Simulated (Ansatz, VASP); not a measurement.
**CaSe: VASP beside Ansatz**

Contents of INCAR:

```
ALGO = Normal
EDIFF = 1E-6
ENCUT = 520
GGA = PE
ISIF = 2
ISMEAR = -1
LASPH = True
LCHARG = False
LREAL = False
LWAVE = False
NBANDS = 15
NELM = 100
PREC = Accurate
SIGMA = 0.08
```

KPOINTS

```
k-points
0
Gamma
  12 12 12
```

Contents of POSCAR:

```
CaSe
1.0
    0.0000000000      2.8218793405      2.8218793405
    2.8218793405      0.0000000000      2.8218793405
    2.8218793405      2.8218793405      0.0000000000
Ca Se
1 1
Direct
    0.0000000000      0.0000000000      0.0000000000
    0.5000000000      0.5000000000      0.5000000000
```

Input for Ansatz:

```yaml
crystal:
  lattice:
    - [0.0, 2.8218793405, 2.8218793405]
    - [2.8218793405, 0.0, 2.8218793405]
    - [2.8218793405, 2.8218793405, 0.0]
  atoms:
    - { symbol: Ca, position: [0.0, 0.0, 0.0] }
    - { symbol: Se, position: [0.5, 0.5, 0.5] }
kpoints:
  mp_grid: { grid: [12, 12, 12] }
scf:
  occupations: { method: fermi_dirac, width: 0.08 }
hamiltonian:
  xc: pbe
  pseudopotentials: { kind: all_electron, lapw: { basis_error: 0.001 } }
output:
  forces: true
  stress: true
  eigenvalues: true
  populations: true
```

Change from the starting cell: volume scaled by 0.85, LAPW.

Alike in both runs: task single point; functional PBE; k mesh 12 × 12 × 12; occupations fermi-dirac, width 0.08 eV; no spin polarisation.

|  | VASP | Ansatz |
| --- | --- | --- |
| version | VASP 6.6.1 | Ansatz 0.2.0 |
| potentials or method | VASP PAW PBE potentials, release 64 (Ca_sv, Se), cutoff 520 eV | all-electron LAPW, scalar-relativistic |

Ansatz gave:

| Property | Result |
| --- | --- |
| pressure (GPa) | 10.9 |

**Question.** Which values does VASP return?

**Answer.** Pressure (GPa): 11.2.

Ansatz ran all-electron here, and VASP with PAW potentials.
